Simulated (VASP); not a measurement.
Input of a VASP 6.6.1 run:

POSCAR

```
TiO2
1.0
   -1.8635482100      1.8635482100      4.7294800700
    1.8635482100     -1.8635482100      4.7294800700
    1.8635482100      1.8635482100     -4.7294800700
Ti O
2 4
Direct
    0.0000000000      0.0000000000      0.0000000000
    0.7500000000      0.2500000000      0.5000000000
    0.2086886294      0.2086886294      0.0000000000
    0.9586886294      0.4586886294      0.5000000000
    0.5413113706      0.0413113706      0.5000000000
    0.7913113706      0.7913113706      0.0000000000
```

INCAR.step1

```
SYSTEM = TiO2
PREC     = Accurate       ! precision mode
ENCUT    = 520            ! plane-wave cutoff, eV
ISMEAR   = -1             ! smearing method
SIGMA    = 0.02           ! smearing width, eV
LREAL    = .FALSE.        ! projectors in reciprocal space
LASPH    = .TRUE.         ! aspherical terms in the spheres
NELM     = 60             ! most SCF steps
NBANDS   = 33             ! bands
GGA      = PE             ! functional
ALGO     = Normal         ! electronic algorithm
EDIFF    = 1E-4           ! SCF threshold, eV
LWAVE    = .TRUE.         ! write WAVECAR
LCHARG   = .FALSE.        ! write CHGCAR
```

Contents of INCAR.step2:

```
SYSTEM = TiO2
PREC     = Accurate       ! precision mode
ENCUT    = 520            ! plane-wave cutoff, eV
EDIFF    = 1E-6           ! SCF threshold, eV
ISMEAR   = -1             ! smearing method
SIGMA    = 0.02           ! smearing width, eV
LREAL    = .FALSE.        ! projectors in reciprocal space
LASPH    = .TRUE.         ! aspherical terms in the spheres
NELM     = 60             ! most SCF steps
ALGO     = Normal         ! electronic algorithm
ISIF     = 2              ! what is computed and relaxed
LWAVE    = .FALSE.        ! write WAVECAR
LCHARG   = .TRUE.         ! write CHGCAR
METAGGA  = R2SCAN         ! meta-GGA
LMIXTAU  = .TRUE.       
LELF     = .TRUE.         ! ELF
LVHAR    = .TRUE.       
NBANDS   = 33             ! bands
ISTART   = 1
```

File KPOINTS:

```
regular mesh
0
G
  10 10 10
  0 0 0
```

Potentials or basis: VASP PAW PBE potentials, release 64 (Ti_sv, O).

The run is started by

```bash
$ cat potpaw_PBE.64/Ti_sv/POTCAR potpaw_PBE.64/O/POTCAR > POTCAR
$ cp INCAR.step1 INCAR
$ mpirun -np 1 vasp_std > vasp.out
$ cp INCAR.step2 INCAR
$ mpirun -np 1 vasp_std > vasp.out
```

Problem. Estimate the pressure.

Solution. 10.5 GPa.

Problem. Predict the largest force.

Solution. 0.031 eV/Å.

Problem. Estimate the band gap on the k mesh.

Solution. 2.62 eV, indirect (least direct gap 3.00 eV).

Forces in eV/Å, atoms in the order of the input:
```
Ti   0.000  0.000  0.000
Ti   0.000  0.000  0.000
O    0.000  0.000  0.031
O    0.000  0.000  0.031
O    0.000  0.000 -0.031
O    0.000  0.000 -0.031
```

Caveat: the PAW data sets were made with another functional, which shifts forces and pressure a little. A k mesh can miss the band edges.
